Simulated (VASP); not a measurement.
Input of a VASP 6.6.1 run:

File POSCAR:

```
SiF
1.0
    3.0091919791      0.0000000000      0.0000000000
    0.0000000000      3.0091919791      0.0000000000
    0.0000000000      0.0000000000      3.0091919791
Si F
1 1
Direct
    0.5000000000      0.5000000000      0.5000000000
    0.0000000000      0.0000000000      0.0000000000
```

File INCAR.step1:

```
PREC     = Accurate       # precision mode
ENCUT    = 520            # plane-wave cutoff, eV
EDIFF    = 1E-5           # SCF threshold, eV
ISMEAR   = -1             # smearing method
SIGMA    = 0.05           # smearing width, eV
LREAL    = F              # projectors in reciprocal space
LASPH    = T              # aspherical terms in the spheres
NELM     = 80             # most SCF steps
ALGO     = Normal         # electronic algorithm
ISIF     = 2              # what is computed and relaxed
LWAVE    = T              # write WAVECAR
LCHARG   = F              # write CHGCAR
NBANDS   = 12             # bands
GGA      = PE             # functional
```

File INCAR.step2:

```
PREC     = Accurate       # precision mode
ENCUT    = 520            # plane-wave cutoff, eV
EDIFF    = 1E-6           # SCF threshold, eV
ISMEAR   = -1             # smearing method
SIGMA    = 0.05           # smearing width, eV
LREAL    = F              # projectors in reciprocal space
LASPH    = T              # aspherical terms in the spheres
NELM     = 80             # most SCF steps
ALGO     = Normal         # electronic algorithm
ISIF     = 2              # what is computed and relaxed
LWAVE    = F              # write WAVECAR
LCHARG   = F              # write CHGCAR
GGA      = PE             # functional
LHFCALC  = T              # exact exchange
AEXX     = 0.25           # exact-exchange fraction
HFSCREEN = 0.3            # screening, 1/A
PRECFOCK = Normal       
NBANDS   = 12             # bands
ISTART   = 1
```

Contents of KPOINTS:

```
regular mesh
0
Gamma
  5 5 5
```

Potentials or basis: VASP PAW PBE potentials, release 64 (Si, F).

The run is started by

```console
$ cat potpaw_PBE.64/Si/POTCAR potpaw_PBE.64/F/POTCAR > POTCAR
$ cp INCAR.step1 INCAR
$ mpirun -np 1 vasp_std > vasp.out
$ cp INCAR.step2 INCAR
$ mpirun -np 1 vasp_std > vasp.out
```

(1) What does it give for the pressure?

(2) What does it give for the band gap on the k mesh?

Answers

(1) -0.2 GPa.

(2) zero (an odd number of electrons rules out a gap without spin polarisation).

Caveat: the k points lie up to 0.42 Å⁻¹ apart, too coarse for converged energies and pressures of a metal; the PAW data sets were made with another functional, which shifts forces and pressure a little; an odd number of electrons without spin polarisation forces a metal; a magnetic or distorted state may lie lower.
